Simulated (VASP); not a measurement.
# KBr (P1) in VASP: single point with r2SCAN

Aim: the single point of KBr with r2SCAN.

Program: VASP 6.6.1. These are calculated values, not measurements. Logs are shortened: lines on timing, memory, paths and dates and some standing lists are left out, and cuts for length are marked.

## (1) The cell of the first run

The typed cell holds 4 atoms: a = 5.619 Å, b = 5.619 Å, c = 6.554 Å, α = 90.00°, β = 90.00°, γ = 120.00°.

## (2) Single point, r2SCAN

File POSCAR:

```
KBr
1.0
    5.6185814203      0.0000000000      0.0000000000
   -2.8092907101      4.8658342432      0.0000000000
    0.0000000000      0.0000000000      6.5538299466
K Br
2 2
Direct
    0.3206458018      0.6631191773     -0.0555775788
    0.6764179043      0.3471897964      0.4418376771
    0.3374441687      0.6605804553      0.4341906981
    0.6639926864      0.3343751387      0.9352995195
```

File INCAR.step1:

```
  PREC = Accurate
  ENCUT = 520
  ISMEAR = -1
  SIGMA = 0.086
  LREAL = False
  LASPH = True
  NELM = 100
  NBANDS = 24
  GGA = PE
  ALGO = Normal
  EDIFF = 1E-4
  LWAVE = True
  LCHARG = False
```

File INCAR.step2:

```
  PREC = Accurate
  ENCUT = 520
  EDIFF = 1E-6
  ISMEAR = -1
  SIGMA = 0.086
  LREAL = False
  LASPH = True
  NELM = 100
  ALGO = Normal
  ISIF = 2
  LWAVE = False
  LCHARG = True
  METAGGA = R2SCAN
  LMIXTAU = True
  LELF = True
  LVHAR = True
  NBANDS = 24
  ISTART = 1
```

File KPOINTS:

```
Automatic mesh
0
Gamma
  6 6 2
```

Potentials or basis: VASP PAW PBE potentials, release 64 (K_sv, Br).

Command:

```sh
> cat potpaw_PBE.64/K_sv/POTCAR potpaw_PBE.64/Br/POTCAR > POTCAR
> cp INCAR.step1 INCAR
> mpirun -np 1 vasp_std > vasp.out
> cp INCAR.step2 INCAR
> mpirun -np 1 vasp_std > vasp.out
```

OUTCAR:

```text
PREC = Accurate
   ENCUT = 520
   EDIFF = 1E-6
   ISMEAR = -1
   LREAL = False
   LASPH = True
   NELM = 100
   ISIF = 2
   METAGGA = R2SCAN
   ISTART = 1

 ion  position               nearest neighbor table
   1  0.321  0.663  0.944-   4 3.20   3 3.21   4 3.27   4 3.27
   2  0.676  0.347  0.442-   3 3.18   3 3.22   4 3.23
   3  0.337  0.661  0.434-   2 3.18   1 3.21   2 3.22
   4  0.664  0.334  0.935-   1 3.20   2 3.23   1 3.27   1 3.27

  LATTYP: Found a hexagonal cell.
 ALAT       =     5.6185814203
 C/A-ratio  =     1.1664563448

  Lattice vectors:

 A1 = (   5.6185814203,   0.0000000000,   0.0000000000)
 A2 = (  -2.8092907101,   4.8658342432,   0.0000000000)
 A3 = (   0.0000000000,   0.0000000000,   6.5538299466)

Analysis of symmetry for initial positions (statically):
=====================================================================
 Subroutine PRICEL returns:
 Original cell was already a primitive cell.

 Routine SETGRP: Setting up the symmetry group for a
 hexagonal supercell.

 Subroutine GETGRP returns: Found  1 space group operations
 (whereof  1 operations were pure point group operations)
 out of a pool of 24 trial point group operations.

The static configuration has the point symmetry C_1 .

Analysis of symmetry for dynamics (positions and initial velocities):
=====================================================================
 Subroutine PRICEL returns:
 Original cell was already a primitive cell.

 Routine SETGRP: Setting up the symmetry group for a
 hexagonal supercell.

 Subroutine GETGRP returns: Found  1 space group operations
 (whereof  1 operations were pure point group operations)
 out of a pool of 24 trial point group operations.

The dynamic configuration has the point symmetry C_1 .

 Subroutine INISYM returns: Found  1 space group operations
 (whereof  1 operations are pure point group operations),
 and found     1 'primitive' translations

----------------------------------------------------------------------------------------

                                     Primitive cell

  volume of cell :     179.1757

  direct lattice vectors                    reciprocal lattice vectors
     5.618581420  0.000000000  0.000000000     0.177980868  0.102757302  0.000000000
    -2.809290710  4.865834243  0.000000000     0.000000000  0.205514604  0.000000000
     0.000000000  0.000000000  6.553829947     0.000000000  0.000000000  0.152582537

  length of vectors
     5.618581420  5.618581420  6.553829947     0.205514604  0.205514604  0.152582537

  position of ions in fractional coordinates (direct lattice)
     0.320645802  0.663119177  0.944422421
     0.676417904  0.347189796  0.441837677
     0.337444169  0.660580455  0.434190698
     0.663992686  0.334375139  0.935299519

  ion indices of the primitive-cell ions
   primitive index   ion index
                 1           1
                 2           2
                 3           3
                 4           4

----------------------------------------------------------------------------------------

 KPOINTS: Automatic mesh

Automatic generation of k-mesh.
 Grid dimensions read from file:
 generate k-points for:    6    6    2

 Generating k-lattice:

  Cartesian coordinates                     Fractional coordinates (reciprocal lattice)
     0.029663478  0.017126217  0.000000000     0.166666667  0.000000000  0.000000000
     0.000000000  0.034252434  0.000000000     0.000000000  0.166666667  0.000000000
     0.000000000  0.000000000  0.076291268     0.000000000  0.000000000  0.500000000

  Length of vectors
     0.034252434  0.034252434  0.076291268

  Shift w.r.t. Gamma in fractional coordinates (k-lattice)
     0.000000000  0.000000000  0.000000000

 Subroutine IBZKPT returns following result:
 ===========================================

 Found     40 irreducible k-points:

 Following reciprocal coordinates:
            Coordinates               Weight
  0.000000  0.000000  0.000000      1.000000
  0.166667  0.000000  0.000000      2.000000
  0.000000  0.166667  0.000000      2.000000
 -0.166667  0.166667  0.000000      2.000000
  0.333333  0.000000  0.000000      2.000000
  0.000000  0.333333  0.000000      2.000000
[... 16 lines left out ...]
  0.000000  0.166667  0.500000      2.000000
 -0.166667  0.166667  0.500000      2.000000
 [... further k-points ...]
   k-points           NKPTS =     40   k-points in BZ     NKDIM =     40   number of bands    NBANDS=     24
   number of dos      NEDOS =    301   number of ions     NIONS =      4
   total plane-waves  NPLWV =  88200
   dimension x,y,z NGX =    42 NGY =   42 NGZ =   50
   dimension x,y,z NGXF=    84 NGYF=   84 NGZF=  100
   ions per type =               2   2
   NGX,Y,Z   is equivalent  to a cutoff of  12.43, 12.43, 12.68 a.u.
   NGXF,Y,Z  is equivalent  to a cutoff of  24.85, 24.85, 25.37 a.u.
 SYSTEM =  unknown system
   PREC   = accura    normal or accurate (medium, high low for compatibility)
   ISTART =      1    job   : 0-new  1-cont  2-samecut
   ICHARG =      0    charge: 1-file 2-atom 10-const
   ISPIN  =      1    spin polarized calculation?
   LNONCOLLINEAR =      F non collinear calculations
   LSORBIT =      F    spin-orbit coupling
   LASPH  =      T    aspherical Exc in radial PAW
   ENCUT  =  520.0 eV  38.22 Ry    6.18 a.u.  10.45 10.45 12.19*2*pi/ulx,y,z
   NELM   =    100;   NELMIN=  2; NELMDL=  0     # of ELM steps
   EDIFF  = 0.1E-05   stopping-criterion for ELM
   LREAL  =      F    real-space projection
   EDIFFG = 0.1E-04   stopping-criterion for IOM
   NSW    =      0    number of steps for IOM
   IBRION =     -1    ionic relax: 0-MD 1-quasi-New 2-CG
   NFREE  =      0    steps in history (QN), initial steepest desc. (CG)
   ISIF   =      2    stress and relaxation
   ISYM   =      2    0-nonsym 1-usesym 2-fastsym
   POTIM  = 0.5000    time-step for ionic-motion
   TEBEG  =    0.0;   TEEND  =   0.0 temperature during run
   PSTRESS=    0.0 pullay stress
   NELECT =      32.0000    total number of electrons
   NUPDOWN=      -1.0000    fix difference up-down
   EMIN   =  10.00;   EMAX   =-10.00  energy-range for DOS
   EFERMI =   0.00;   METHOD = LEGACY
   ISMEAR =    -1;   SIGMA  =   0.09  broadening in eV -4-tet -1-fermi 0-gaus
   EFERMI_NEDOS =   21; number of points for ismear=-14 and -15
   IALGO  =     38    algorithm
   IMIX   =      4    mixing-type and parameters
     AMIX     =   0.40;   BMIX     =  1.00
     AMIX_MAG =   1.60;   BMIX_MAG =  1.00
  volume/ion in A,a.u.               =      44.79       302.28
  Fermi-wavevector in a.u.,A,eV,Ry     =   0.921931  1.742197 11.564365  0.849957
  Thomas-Fermi vector in A             =   2.047402
   LORBIT       =      0    0 simple, 1 ext, 2 COOP (PROOUT), +10 PAW based schemes
   METAGGA = R2SCAN    functional components
   LHFCALC =     F    Hartree Fock is set to
   AEXX    =    0.0000 exact exchange contribution
   IVDW    =     0    specifies the selected vdW correction
   LEPSILON=     F    determine dielectric tensor
   LRPA    =     F    only Hartree local field effects (RPA)
 non-spin polarized calculation
  energy-cutoff  :      520.00
  volume of cell :      179.18
 maximum number of plane-waves:      4860
 NGX is ok and might be reduce to    42
   NGX = 21   NGY = 21   NGZ = 25

 number of electron      32.0000000 magnetization

 Free energy of the ion-electron system (eV)
  ---------------------------------------------------
  ext. energy  EPLUGINS =         0.00000000
  ---------------------------------------------------
  free energy    TOTEN  =       -46.20906301 eV

  energy without entropy =      -46.20906301  energy(sigma->0) =      -46.20906301

 E-fermi :  -0.8976     XC(G=0):  -6.6346

 val. band max:       -2.9208511126   @ k =   0.0000   0.0000   0.0000
 cond. band min:       1.8431260275   @ k =   0.0000   0.0000   0.0000
 fundamental gap:      4.7639771401
 Fermi energy:        -0.8976027506

 k-point     1 :       0.0000    0.0000    0.0000
  band No.  band energies     occupation
      1     -31.9589      2.00000
      2     -31.9525      2.00000
      3     -15.5824      2.00000
      4     -15.4992      2.00000
      5     -14.7261      2.00000
      6     -14.7149      2.00000
[... 16 lines left out ...]
     23       6.0809      0.00000
     24       6.4252      0.00000

 k-point     2 :       0.1667    0.0000    0.0000
  band No.  band energies     occupation
      1     -31.9584      2.00000
      2     -31.9528      2.00000
      3     -15.6176      2.00000
      4     -15.5474      2.00000
      5     -14.7240      2.00000
      6     -14.7148      2.00000
[... 16 lines left out ...]
     23       6.0864      0.00000
     24       6.3548      0.00000

 k-point     3 :       0.0000    0.1667    0.0000
  band No.  band energies     occupation
      1     -31.9585      2.00000
      2     -31.9527      2.00000
      3     -15.6108      2.00000
      4     -15.5420      2.00000
      5     -14.7246      2.00000
      6     -14.7168      2.00000
[... 16 lines left out ...]
     23       6.0500      0.00000
     24       6.3595      0.00000

 k-point     4 :      -0.1667    0.1667    0.0000
  band No.  band energies     occupation
      1     -31.9585      2.00000
      2     -31.9527      2.00000
      3     -15.6156      2.00000
      4     -15.5472      2.00000
      5     -14.7244      2.00000
      6     -14.7166      2.00000
[... 16 lines left out ...]
     23       6.1073      0.00000
     24       6.3505      0.00000

 k-point     5 :       0.3333    0.0000    0.0000
  band No.  band energies     occupation
      1     -31.9571      2.00000
      2     -31.9536      2.00000
      3     -15.6780      2.00000
      4     -15.6315      2.00000
      5     -14.7201      2.00000
      6     -14.7110      2.00000
[... 451 lines left out ...]
 k-point    22 :       0.1667    0.0000    0.5000
  band No.  band energies     occupation
      1     -31.9561      2.00000
      2     -31.9550      2.00000
      3     -15.6948      2.00000
      4     -15.6910      2.00000
      5     -14.7012      2.00000
      6     -14.7000      2.00000
[... 16 lines left out ...]
     23       6.6833      0.00000
     24       6.7152      0.00000

 k-point    23 :       0.0000    0.1667    0.5000
  band No.  band energies     occupation
      1     -31.9561      2.00000
      2     -31.9550      2.00000
      3     -15.6882      2.00000
      4     -15.6874      2.00000
      5     -14.7006      2.00000
      6     -14.6974      2.00000
[... 16 lines left out ...]
     23       6.6917      0.00000
     24       6.7491      0.00000

 k-point    24 :      -0.1667    0.1667    0.5000
  band No.  band energies     occupation
      1     -31.9561      2.00000
      2     -31.9550      2.00000
      3     -15.6963      2.00000
      4     -15.6873      2.00000
      5     -14.7022      2.00000
      6     -14.6990      2.00000
[... 16 lines left out ...]
     23       6.6804      0.00000
     24       6.7506      0.00000

 [... further k-points ...]

------------------------ aborting loop because EDIFF is reached ----------------------------------------

  FORCE on cell =-STRESS in cart. coord.  units (eV):
  Direction    XX          YY          ZZ          XY          YZ          ZX
  --------------------------------------------------------------------------------------
  -------------------------------------------------------------------------------------
  Total        0.2971391     -0.2054267      0.1410698      0.0334347     -0.0086050      0.0109576
  in kB        2.6569983     -1.8369114      1.2614369      0.2989709     -0.0769449      0.0979823
  external PRESSURE =       0.6938413 kB  Pullay stress =       0.0000000 kB

 VOLUME and BASIS-vectors are now :
 -----------------------------------------------------------------------------
  energy-cutoff  :      520.00
  volume of cell :      179.18
      direct lattice vectors                 reciprocal lattice vectors
     5.618581420  0.000000000  0.000000000     0.177980868  0.102757302  0.000000000
    -2.809290710  4.865834243  0.000000000     0.000000000  0.205514604  0.000000000
     0.000000000  0.000000000  6.553829947     0.000000000  0.000000000  0.152582537

 POSITION                                       TOTAL-FORCE (eV/Angst)
 -----------------------------------------------------------------------------------
     -0.06132      3.22663      6.18958         0.076551      0.038057     -0.100732
      2.82515      1.68937      2.89573         0.027875     -0.124210     -0.057233
      0.04020      3.21427      2.84561        -0.055621      0.115343      0.095998
      2.79134      1.62701      6.12979        -0.048805     -0.029190      0.061967
 -----------------------------------------------------------------------------------
    total drift:                                0.004111     -0.003704      0.000448

  FREE ENERGIE OF THE ION-ELECTRON SYSTEM (eV)
  ---------------------------------------------------
  free  energy   TOTEN  =       -46.2090630108 eV

  energy  without entropy=      -46.2090630108  energy(sigma->0) =      -46.20906301
```

It took 11 min on 1 thread of Intel Xeon 6975P-C, shared host; peak memory 0.4 GiB.

What came out:

```yaml
Free_energy: -46.2091 eV
Pressure: 0.1 GPa
Largest_force: 0.160 eV/Å
Band_gap_on_the_k_mesh: 4.76 eV, direct
```

Forces on the atoms (eV/Å):
```
K    0.077  0.038 -0.101
K    0.028 -0.124 -0.057
Br  -0.056  0.115  0.096
Br  -0.049 -0.029  0.062
```

Stress tensor (GPa, compression positive):
```
 0.27  0.03  0.01
 0.03 -0.18 -0.01
 0.01 -0.01  0.13
```

Levels at points of the mesh, in eV from the valence-band top:
```tsv
k point	band 12	band 13	band 14	band 15	band 16	band 17	band 18	band 19	band 20	band 21
(0.00, 0.00, 0.00)	-0.49	-0.47	-0.30	-0.27	0.00	4.76	7.83	8.01	8.16	8.88
(0.50, 0.00, 0.00)	-0.51	-0.48	-0.45	-0.23	-0.14	6.44	7.18	7.19	7.49	8.58
(0.00, 0.50, 0.00)	-0.51	-0.47	-0.44	-0.24	-0.16	6.51	7.18	7.20	7.43	8.59
(0.50, 0.50, 0.00)	-0.51	-0.45	-0.44	-0.28	-0.15	6.42	7.19	7.26	7.46	8.65
(0.00, 0.00, 0.50)	-0.62	-0.40	-0.40	-0.40	-0.40	6.03	6.04	8.99	9.01	9.12
(0.50, 0.00, 0.50)	-0.89	-0.35	-0.35	-0.28	-0.28	6.73	6.74	8.60	8.61	8.86
(0.00, 0.50, 0.50)	-0.89	-0.36	-0.36	-0.27	-0.27	6.76	6.81	8.63	8.68	8.81
(0.50, 0.50, 0.50)	-0.90	-0.36	-0.35	-0.27	-0.26	6.71	6.78	8.52	8.58	8.85
```

Caveat: the k points lie up to 0.48 Å⁻¹ apart; the PAW data sets were made with another functional, which shifts forces and pressure a little. A k mesh can miss the band edges.
